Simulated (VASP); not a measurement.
K8Ta8HO23 (a cell with a defect), 40 atoms in the cell. The cell holds a defect, 40 atoms: a = 7.971 Å, b = 7.971 Å, c = 7.971 Å, α = 90.00°, β = 90.00°, γ = 90.00°. 

- Program: VASP 6.6.1
- Task: relaxation of the atoms
- Functional: PBEsol
- Potentials or basis: VASP PAW PBE potentials, release 64 (K_sv, Ta_pv, O, H)
- Cutoff: 520 eV
- k mesh: 1 × 1 × 1, shifted
- Occupations: fermi-dirac, width 0.05 eV
- Spin: no spin polarisation
- Dipole correction: no
- Charge: -1
- Further INCAR settings: LREAL = Auto; ALGO = Normal; EDIFF = 1e-07; ISYM = -1; IBRION = 2; EDIFFG = -0.03; NSW = 100; NELECT = 300.0

Potentials or basis: VASP PAW PBE potentials, release 64 (K_sv, Ta_pv, O, H).

The run is started by

```sh
$ cat potpaw_PBE.64/K_sv/POTCAR potpaw_PBE.64/Ta_pv/POTCAR potpaw_PBE.64/O/POTCAR potpaw_PBE.64/H/POTCAR > POTCAR
$ mpirun -np 1 vasp_std > vasp.out
```

Hardware: 1 thread of Intel(R) Xeon(R) Platinum 8259CL CPU @ 2.50GHz (Skylake/Cascade Lake), with other jobs on the host.

Problem. Estimate the wall time of this run.

Solution. Wall time 32 min on 1 thread of Intel(R) Xeon(R) Platinum 8259CL CPU @ 2.50GHz (Skylake/Cascade Lake), with other jobs on the host, peak memory 0.61 GiB. Counts: scf iterations 161, k points 1, ion steps 16.
